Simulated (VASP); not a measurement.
# Sn (P1) in VASP: single point with PBE

Aim: the single point of Sn with PBE.

All numbers are computed with VASP 6.6.1; they aren't measurements. Logs are shortened: lines on timing, memory, paths and dates and some standing lists are left out, and cuts for length are marked.

## Step 1: The cell of the first run

The typed cell holds 5 atoms: a = 6.222 Å, b = 3.624 Å, c = 6.502 Å, α = 105.24°, β = 90.86°, γ = 77.35°.

## Step 2: Single point, PBE

The input, INCAR:

```
PREC = Accurate ; ENCUT = 520
EDIFF = 1E-7 ; ISMEAR = 0
SIGMA = 0.1 ; LREAL = False
LASPH = True ; NELM = 100
ALGO = Normal ; ISIF = 2
LWAVE = False ; LCHARG = False
GGA = PE ; NBANDS = 43
```

The input, KPOINTS:

```
regular mesh
0
Gamma
  4 4 4
```

The input, POSCAR:

```
Sn
1.0
    6.1854924619      0.3664629900     -0.5686888200
    0.5572791584      3.5664351683     -0.3218288307
    0.5607754514     -1.2507747985      6.3560634966
Sn
5
Direct
    0.1791747451      0.5157623341      1.1025056953
    0.3799287914      0.7129409305      0.7025784245
    0.5795678255     -0.0862415113      0.3025026139
    0.7792837739      0.1154879621      0.9025989447
    0.9799554137      0.3126814997      0.5026544488
```

Potentials or basis: VASP PAW PBE potentials, release 64 (Sn_d).

Launch:

```bash
cat potpaw_PBE.64/Sn_d/POTCAR > POTCAR
mpirun -np 1 vasp_std > vasp.out
```

OUTCAR:

```text
PREC = Accurate
   ENCUT = 520
   EDIFF = 1E-7
   ISMEAR = 0
   LREAL = False
   LASPH = True
   NELM = 100
   ISIF = 2
   GGA = PE

 ion  position               nearest neighbor table
   1  0.179  0.516  0.103-   2 3.21   5 3.22   3 3.24   4 3.24   5 3.35   2 3.36   4 3.41   3 3.42

   2  0.380  0.713  0.703-   1 3.21   3 3.21   5 3.24   4 3.24   3 3.36   1 3.36   4 3.40   5 3.41

   3  0.580  0.914  0.303-   2 3.21   4 3.21   1 3.24   5 3.24   4 3.35   2 3.36   5 3.42   1 3.42

   4  0.779  0.115  0.903-   5 3.21   3 3.21   1 3.24   2 3.24   3 3.35   5 3.36   2 3.40   1 3.41

   5  0.980  0.313  0.503-   4 3.21   1 3.22   2 3.24   3 3.24   1 3.35   4 3.36   2 3.41   3 3.42

  LATTYP: Found a triclinic cell.
 ALAT       =    13.9098672090
 B/A-ratio  =     0.6016472494
 C/A-ratio  =     0.7796174723
 COS(alpha) =     0.0060343486
 COS(beta)  =     0.6223896625
 COS(gamma) =     0.7787891040

  Lattice vectors:

 A1 = (   3.9493832423,  -4.2648577496, -12.6371581518)
 A2 = (  -1.6753337682,  -5.8820955381,  -5.7124058352)
 A3 = (   6.1819961689,   5.1836729568,  -7.2465811473)

Analysis of symmetry for initial positions (statically):
=====================================================================
 Subroutine PRICEL returns:
 Original cell was already a primitive cell.

 Routine SETGRP: Setting up the symmetry group for a
 triclinic supercell.

 Subroutine GETGRP returns: Found  1 space group operations
 (whereof  1 operations were pure point group operations)
 out of a pool of  2 trial point group operations.

The static configuration has the point symmetry C_1 .

Analysis of symmetry for dynamics (positions and initial velocities):
=====================================================================
 Subroutine PRICEL returns:
 Original cell was already a primitive cell.

 Routine SETGRP: Setting up the symmetry group for a
 triclinic supercell.

 Subroutine GETGRP returns: Found  1 space group operations
 (whereof  1 operations were pure point group operations)
 out of a pool of  2 trial point group operations.

The dynamic configuration has the point symmetry C_1 .

 Subroutine INISYM returns: Found  1 space group operations
 (whereof  1 operations are pure point group operations),
 and found     1 'primitive' translations

----------------------------------------------------------------------------------------

                                     Primitive cell

  volume of cell :     137.8955

  direct lattice vectors                    reciprocal lattice vectors
     6.185492462  0.366462990 -0.568688820     0.161469814 -0.026995636 -0.019558296
     0.557279158  3.566435168 -0.321828831    -0.011733240  0.287422747  0.057595529
     0.560775451 -1.250774798  6.356063497     0.013852911  0.012137829  0.158496421

  length of vectors
     6.222380501  3.624030031  6.502188084     0.164875080  0.293371350  0.159562983

  position of ions in fractional coordinates (direct lattice)
     0.179174745  0.515762334  0.102505695
     0.379928791  0.712940930  0.702578424
     0.579567825  0.913758489  0.302502614
     0.779283774  0.115487962  0.902598945
     0.979955414  0.312681500  0.502654449

  ion indices of the primitive-cell ions
   primitive index   ion index
                 1           1
                 2           2
                 3           3
                 4           4
                 5           5

----------------------------------------------------------------------------------------

 KPOINTS: regular mesh

Automatic generation of k-mesh.
 Grid dimensions read from file:
 generate k-points for:    4    4    4

 Generating k-lattice:

  Cartesian coordinates                     Fractional coordinates (reciprocal lattice)
     0.040367454 -0.006748909 -0.004889574     0.250000000 -0.000000000  0.000000000
    -0.002933310  0.071855687  0.014398882     0.000000000  0.250000000 -0.000000000
     0.003463228  0.003034457  0.039624105     0.000000000  0.000000000  0.250000000

  Length of vectors
     0.041218770  0.073342838  0.039890746

  Shift w.r.t. Gamma in fractional coordinates (k-lattice)
     0.000000000  0.000000000  0.000000000

 Subroutine IBZKPT returns following result:
 ===========================================

 Found     36 irreducible k-points:

 Following reciprocal coordinates:
            Coordinates               Weight
  0.000000  0.000000  0.000000      1.000000
  0.250000 -0.000000  0.000000      2.000000
  0.500000 -0.000000  0.000000      1.000000
  0.000000  0.250000 -0.000000      2.000000
  0.250000  0.250000 -0.000000      2.000000
  0.500000  0.250000 -0.000000      2.000000
[... 16 lines left out ...]
  0.000000 -0.250000  0.250000      2.000000
  0.250000 -0.250000  0.250000      2.000000
 [... further k-points ...]
   k-points           NKPTS =     36   k-points in BZ     NKDIM =     36   number of bands    NBANDS=     43
   number of dos      NEDOS =    301   number of ions     NIONS =      5
   total plane-waves  NPLWV =  64512
   dimension x,y,z NGX =    48 NGY =   28 NGZ =   48
   dimension x,y,z NGXF=    96 NGYF=   56 NGZF=   96
   ions per type =               5
   NGX,Y,Z   is equivalent  to a cutoff of  12.82, 12.84, 12.27 a.u.
   NGXF,Y,Z  is equivalent  to a cutoff of  25.65, 25.69, 24.54 a.u.
 SYSTEM =  unknown system
   PREC   = accura    normal or accurate (medium, high low for compatibility)
   ISTART =      0    job   : 0-new  1-cont  2-samecut
   ICHARG =      2    charge: 1-file 2-atom 10-const
   ISPIN  =      1    spin polarized calculation?
   LNONCOLLINEAR =      F non collinear calculations
   LSORBIT =      F    spin-orbit coupling
   LASPH  =      T    aspherical Exc in radial PAW
   ENCUT  =  520.0 eV  38.22 Ry    6.18 a.u.  11.57  6.74 12.09*2*pi/ulx,y,z
   NELM   =    100;   NELMIN=  2; NELMDL= -5     # of ELM steps
   EDIFF  = 0.1E-06   stopping-criterion for ELM
   LREAL  =      F    real-space projection
   EDIFFG = 0.1E-05   stopping-criterion for IOM
   NSW    =      0    number of steps for IOM
   IBRION =     -1    ionic relax: 0-MD 1-quasi-New 2-CG
   NFREE  =      0    steps in history (QN), initial steepest desc. (CG)
   ISIF   =      2    stress and relaxation
   ISYM   =      2    0-nonsym 1-usesym 2-fastsym
   POTIM  = 0.5000    time-step for ionic-motion
   TEBEG  =    0.0;   TEEND  =   0.0 temperature during run
   PSTRESS=    0.0 pullay stress
   NELECT =      70.0000    total number of electrons
   NUPDOWN=      -1.0000    fix difference up-down
   EMIN   =  10.00;   EMAX   =-10.00  energy-range for DOS
   EFERMI =   0.00;   METHOD = LEGACY
   ISMEAR =     0;   SIGMA  =   0.10  broadening in eV -4-tet -1-fermi 0-gaus
   EFERMI_NEDOS =   21; number of points for ismear=-14 and -15
   IALGO  =     38    algorithm
   IMIX   =      4    mixing-type and parameters
     AMIX     =   0.40;   BMIX     =  1.00
     AMIX_MAG =   1.60;   BMIX_MAG =  1.00
  volume/ion in A,a.u.               =      27.58       186.11
  Fermi-wavevector in a.u.,A,eV,Ry     =   1.305943  2.467874 23.204558  1.705487
  Thomas-Fermi vector in A             =   2.436778
   LORBIT       =      0    0 simple, 1 ext, 2 COOP (PROOUT), +10 PAW based schemes
   GGA     = PE    functional components
   LHFCALC =     F    Hartree Fock is set to
   AEXX    =    0.0000 exact exchange contribution
   IVDW    =     0    specifies the selected vdW correction
   LEPSILON=     F    determine dielectric tensor
   LRPA    =     F    only Hartree local field effects (RPA)
 non-spin polarized calculation
 Gauss-broadening in eV      SIGMA  =   0.10
  energy-cutoff  :      520.00
  volume of cell :      137.90
 maximum number of plane-waves:      3726
 NGX is ok and might be reduce to    48
   NGX = 23   NGY = 13   NGZ = 25

 number of electron      70.0000001 magnetization

 Free energy of the ion-electron system (eV)
  ---------------------------------------------------
  ext. energy  EPLUGINS =         0.00000000
  ---------------------------------------------------
  free energy    TOTEN  =       -18.99246047 eV

  energy without entropy =      -18.98446339  energy(sigma->0) =      -18.98846193

 E-fermi :   7.8251     XC(G=0): -10.2989

 val. band max:        7.7697398006   @ k =   0.5000   0.5000   0.5000
 cond. band min:       7.8580816786   @ k =   0.5000  -0.2500   0.2500
 fundamental gap:      0.0883418780
 Fermi energy:         7.8250741375

 k-point     1 :       0.0000    0.0000    0.0000
  band No.  band energies     occupation
      1     -13.6985      2.00000
      2     -13.6480      2.00000
      3     -13.6355      2.00000
      4     -13.6354      2.00000
      5     -13.6272      2.00000
      6     -13.6263      2.00000
[... 35 lines left out ...]
     42      11.9550      0.00000
     43      14.8585      0.00000

 k-point     2 :       0.2500   -0.0000    0.0000
  band No.  band energies     occupation
      1     -13.6862      2.00000
      2     -13.6600      2.00000
      3     -13.6472      2.00000
      4     -13.6434      2.00000
      5     -13.6428      2.00000
      6     -13.6383      2.00000
[... 35 lines left out ...]
     42      13.2823      0.00000
     43      13.3144      0.00000

 k-point     3 :       0.5000   -0.0000    0.0000
  band No.  band energies     occupation
      1     -13.6808      2.00000
      2     -13.6612      2.00000
      3     -13.6610      2.00000
      4     -13.6521      2.00000
      5     -13.6520      2.00000
      6     -13.6360      2.00000
[... 35 lines left out ...]
     42      13.0563      0.00000
     43      13.4889      0.00000

 k-point     4 :       0.0000    0.2500   -0.0000
  band No.  band energies     occupation
      1     -13.6954      2.00000
      2     -13.6581      2.00000
      3     -13.6574      2.00000
      4     -13.6411      2.00000
      5     -13.6356      2.00000
      6     -13.6337      2.00000
[... 863 lines left out ...]
     42      10.6813      0.00000
     43      10.7470      0.00000

 k-point    23 :       0.0000   -0.2500    0.2500
  band No.  band energies     occupation
      1     -13.6799      2.00000
      2     -13.6794      2.00000
      3     -13.6469      2.00000
      4     -13.6402      2.00000
      5     -13.6391      2.00000
      6     -13.6298      2.00000
[... 35 lines left out ...]
     42      12.8560      0.00000
     43      13.0095      0.00000

 k-point    24 :       0.2500   -0.2500    0.2500
  band No.  band energies     occupation
      1     -13.7004      2.00000
      2     -13.6605      2.00000
      3     -13.6598      2.00000
      4     -13.6536      2.00000
      5     -13.6476      2.00000
      6     -13.6312      2.00000
[... 35 lines left out ...]
     42      12.0704      0.00000
     43      12.5400      0.00000

 [... further k-points ...]
[... 5 lines left out ...]
  --------------------------------------------------------------------------------------
  -------------------------------------------------------------------------------------
  Total       -0.0176613     -0.1489164     -0.0776155     -0.0035391      0.0429413     -0.0219201
  in kB       -0.2052024     -1.7302271     -0.9017977     -0.0411198      0.4989261     -0.2546850
  external PRESSURE =      -0.9457424 kB  Pullay stress =       0.0000000 kB

 VOLUME and BASIS-vectors are now :
 -----------------------------------------------------------------------------
  energy-cutoff  :      520.00
  volume of cell :      137.90
      direct lattice vectors                 reciprocal lattice vectors
     6.185492462  0.366462990 -0.568688820     0.161469814 -0.026995636 -0.019558296
     0.557279158  3.566435168 -0.321828831    -0.011733240  0.287422747  0.057595529
     0.560775451 -1.250774798  6.356063497     0.013852911  0.012137829  0.158496421

 POSITION                                       TOTAL-FORCE (eV/Angst)
 -----------------------------------------------------------------------------------
      1.45319      1.77688      0.38365        -0.000644     -0.003727     -0.000309
      3.14134      1.80312      4.02013        -0.000524      0.002837      0.000052
      4.26377      3.09289      1.29906         0.001355      0.001537      0.000919
      5.39077     -0.43149      5.25664         0.000658     -0.003351     -0.000813
      6.51763      0.84557      2.53698        -0.000845      0.002704      0.000151
 -----------------------------------------------------------------------------------
    total drift:                                0.000058     -0.000121     -0.000144

  FREE ENERGIE OF THE ION-ELECTRON SYSTEM (eV)
  ---------------------------------------------------
  free  energy   TOTEN  =       -18.9924604744 eV

  energy  without entropy=      -18.9844633882  energy(sigma->0) =      -18.98846193
```

Run time: 2.3 min. Hardware: 1 thread of AMD EPYC 9R45 (Zen 5), shared host; peak memory 0.28 GiB.

Results:

| Property | Result |
| --- | --- |
| Free energy | -18.9925 eV |
| Pressure | -0.1 GPa |
| Largest force | 0.004 eV/Å |
| Band gap on the k mesh | zero (band 35 reaches 10.47 eV, above the bottom of band 36 at 6.67 eV) |

Forces in eV/Å, atoms in the order of the input:
```
Sn  -0.001 -0.004  0.000
Sn  -0.001  0.003  0.000
Sn   0.001  0.002  0.001
Sn   0.001 -0.003 -0.001
Sn  -0.001  0.003  0.000
```

Caveat: the k points lie up to 0.46 Å⁻¹ apart; spin-orbit coupling is left out, which moves the levels of the heavy elements.
